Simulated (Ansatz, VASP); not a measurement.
# Tl: VASP beside Ansatz

INCAR

```
PREC = Accurate ; ENCUT = 520
EDIFF = 1E-7 ; ISMEAR = 0
SIGMA = 0.1 ; LREAL = False
LASPH = True ; NELM = 60
ALGO = Normal ; ISIF = 2
LWAVE = False ; LCHARG = False
GGA = PS ; NBANDS = 12
```

File KPOINTS:

```
Automatic mesh
0
Gamma
  8 8 8
```

File POSCAR:

```
Tl
1.0
    0.0000000000      2.2619739872      2.2619739872
    2.2619739872      0.0000000000      2.2619739872
    2.2619739872      2.2619739872      0.0000000000
Tl
1
Direct
    0.0000000000      0.0000000000      0.0000000000
```

Input for Ansatz:

```yaml
crystal:
  lattice:
    - [0.0, 2.2619739872, 2.2619739872]
    - [2.2619739872, 0.0, 2.2619739872]
    - [2.2619739872, 2.2619739872, 0.0]
  atoms:
    - { symbol: Tl, position: [0.0, 0.0, 0.0] }
basis:
  ecutwfc: 420
kpoints:
  mp_grid: { grid: [8, 8, 8] }
hamiltonian:
  xc: pbesol
scf:
  occupations: { method: gaussian, width: 0.1 }
output:
  forces: true
  stress: true
  eigenvalues: true
```

Alike in both runs: task single point; functional PBEsol; k mesh 8 × 8 × 8; occupations gaussian, width 0.1 eV; no spin polarisation.

```csv
,VASP,Ansatz
version,VASP 6.6.1,Ansatz 0.2.0
potentials or method,"VASP PAW PBE potentials, release 64 (Tl_d), cutoff 520 eV","scalar-relativistic, plane waves, PAW"
valence electrons in the cell,13,13
```

```tsv
	VASP	Ansatz	Ansatz less VASP
gap on the k mesh at the Fermi level (eV)	none	none	-
pressure (GPa)	13.5	13.6	+0.08
```

VASP's potentials were made for PBE, not for PBEsol. A gap of «none» marks a metal or a gap that the smearing closes. With one functional, cell and mesh, what is left measures potentials, basis and numerics.

Spin-orbit coupling is off throughout.
